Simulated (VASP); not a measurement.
The system is C.

```xyz
8
Lattice="3.4606 0.0000 0.0000 0.0000 3.4606 0.0000 0.0000 0.0000 3.5492" Properties=species:S:1:pos:R:3 pbc="T T T"
C     0.7123    1.5608    3.3688
C     0.1695    1.0180    1.9550
C     3.2911    2.4426    1.9550
C     1.5608    2.7483    0.1804
C     2.7483    1.8998    3.3688
C     2.4426    0.1695    1.5942
C     1.0180    3.2911    1.5942
C     1.8998    0.7123    0.1804
```

The cell was built from a structure type or drawn by symmetry, and may not be a known phase.

- Program: VASP 6.6.1
- Task: relaxation of cell and atoms
- Functional: PBE
- Potentials or basis: VASP PAW PBE potentials, release 64 (C_h)
- Cutoff: 910 eV
- k mesh: 6 × 6 × 6
- Occupations: gaussian, width 0.1 eV
- Spin: no spin polarisation

At the start: pressure 88.0 GPa; volume 5.31 Å³/atom.

Q: How do energy, volume and symmetry change on relaxing?

A: Over 27 steps the energy falls by 1400.6 meV/atom and the volume is 7.74 Å³/atom (+45.7 %); space group P-4n2 (No. 118, to 0.1 Å) before, I4/mmm (No. 139, to 0.1 Å).

The path:
| step | energy change (eV) | largest force (eV/Å) | pressure (GPa) | volume (Å³) |
| --- | --- | --- | --- | --- |
| 1 | 0.0000 | 0.4056 | 87.98 | 42.50 |
| 2 | -0.9563 | 1.6282 | -45.33 | 62.96 |
| 3 | -2.5214 | 0.9469 | -6.54 | 52.53 |
| 4 | -3.5418 | 1.7776 | 1.02 | 53.21 |
| 5 | -4.2447 | 6.9150 | 38.39 | 53.69 |
| 6 | -4.4047 | 4.5832 | 18.13 | 53.66 |
| 7 | -4.4946 | 5.4526 | 25.72 | 53.71 |
| 8 | -4.6577 | 5.5041 | 26.47 | 53.91 |
| 9 | -5.0797 | 5.5428 | 29.05 | 54.50 |
| 10 | -5.5725 | 5.4349 | 35.82 | 55.57 |
| 11 | -6.0760 | 4.8969 | 32.43 | 56.09 |
| 12 | -7.2482 | 4.1989 | 24.15 | 57.69 |
| 13 | -8.0325 | 6.4406 | 14.97 | 60.98 |
| 14 | -8.7708 | 5.6532 | 7.46 | 62.21 |
| 15 | -10.1137 | 3.3122 | -13.31 | 66.03 |
| 16 | -10.2459 | 2.4873 | -21.44 | 67.76 |
| 17 | -10.5601 | 1.8806 | -17.58 | 66.77 |
| 18 | -10.9541 | 1.8050 | -2.91 | 63.84 |
| 19 | -11.0927 | 0.8469 | 0.61 | 63.05 |
| 20 | -11.1287 | 0.3171 | 3.85 | 62.41 |
| 21 | -11.1647 | 0.2495 | 1.30 | 62.57 |
| 22 | -11.1900 | 0.1889 | -3.08 | 62.83 |
| 23 | -11.1978 | 0.1125 | -2.17 | 62.56 |
| 24 | -11.2025 | 0.2207 | -0.69 | 62.12 |
| 25 | -11.2036 | 0.1657 | 0.46 | 61.85 |
| 26 | -11.2043 | 0.0458 | 0.00 | 61.95 |
| 27 | -11.2047 | 0.0318 | -0.07 | 61.94 |

Final structure:
```
C
1.0
     3.43938    0.00000    0.00000
     0.00000    3.43938    0.00000
     0.00000    0.00000    5.23590
C
8
Direct
  0.20098 0.50009 0.00022
  0.99991 0.29902 0.49978
  0.00009 0.70098 0.49978
  0.50009 0.79902 0.99978
  0.79902 0.49991 0.00022
  0.70098 0.99991 0.50022
  0.29902 0.00009 0.50022
  0.49991 0.20098 0.99978
```

Caveat: the cutoff is under 1.25 times the usual one of these potentials, so pressure, stress and relaxed cells hold a basis-set (Pulay) error; the volume moved by over 15 % at a fixed basis, so the end points are rough.
